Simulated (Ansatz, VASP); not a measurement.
## One calculation of Cr, two programs

File INCAR:

```
SYSTEM = Cr
  PREC = Accurate
  ENCUT = 400
  EDIFF = 1E-6
  ISMEAR = -1
  SIGMA = 0.1
  LREAL = .FALSE.
  LASPH = .TRUE.
  NELM = 200
  ALGO = Normal
  ISIF = 2
  LWAVE = .FALSE.
  LCHARG = .FALSE.
  ISPIN = 2
  MAGMOM = 6
  LORBIT = 11
  LMAXMIX = 4
  GGA = PE
  NBANDS = 16
  GGA_COMPAT = .FALSE.
```

File KPOINTS:

```
Automatic mesh
0
G
  1 1 1
  0 0 0
```

POSCAR

```
Cr
1.0
    9.0000000000      0.0000000000      0.0000000000
    0.0000000000      9.3000000000      0.0000000000
    0.0000000000      0.0000000000      9.6000000000
Cr
1
Direct
    0.5011199900      0.5035083600      0.4996166800
```

Input for Ansatz:

```yaml
crystal:
  lattice:
    - [9, 0, 0]
    - [0.0, 9.3, 0.0]
    - [0.0, 0.0, 9.6]
  atoms:
    - { symbol: Cr, position: [0.50111999, 0.50350836, 0.49961668], spin: 6 }
kpoints:
  mp_grid: { grid: [1, 1, 1] }
hamiltonian:
  xc: pbe
  pseudopotentials: { kind: nc }
output:
  forces: true
magnetization:
  spin_polarized: true
scf:
  occupations: { method: fermi_dirac, width: 0.1 }
  convergence: { dr2_threshold: 1.0e-12 }
  max_iter: 300
```

Alike in both runs: task single point; functional PBE; k mesh 1 × 1 × 1; occupations fermi-dirac, width 0.1 eV; collinear spin.

|  | VASP | Ansatz |
| --- | --- | --- |
| version | VASP 6.6.1 | Ansatz 0.2 development build |
| potentials or method | VASP PAW PBE potentials, release 64 (Cr_pv) | scalar-relativistic |
| plane-wave cutoff (eV) | 400 | 1279 |

```tsv
	VASP	Ansatz	Ansatz less VASP
net moment per atom (μB)	6.00	6.00	0.000
size of the moment on the site where the two differ most (μB)	4.59	5.99	+1.396
```

Site moments also hang on the region over which each program counts them.
